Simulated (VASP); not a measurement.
Here is a VASP 6.6.1 calculation.

INCAR

```
SYSTEM = Rh
PREC = Accurate
ENCUT = 520
EDIFF = 1E-6
ISMEAR = 1
SIGMA = 0.05
LREAL = .FALSE.
LASPH = .TRUE.
NELM = 80
ALGO = Normal
ISIF = 2
LWAVE = .FALSE.
LCHARG = .FALSE.
GGA = PE
NBANDS = 14
```

File KPOINTS:

```
Automatic mesh
0
G
  15 15 15
  0 0 0
```

The input POSCAR:

```
Rh
1.0
    0.0000000000      1.8722002341      1.8722002341
    1.8722002341      0.0000000000      1.8722002341
    1.8722002341      1.8722002341      0.0000000000
Rh
1
Direct
    0.0000000000      0.0000000000      0.0000000000
```

Potentials or basis: VASP PAW PBE potentials, release 64 (Rh_pv).

The run is started by

```sh
$ cat potpaw_PBE.64/Rh_pv/POTCAR > POTCAR
$ mpirun -np 1 vasp_std > vasp.out
```

Predict the pressure.

20.7 GPa.
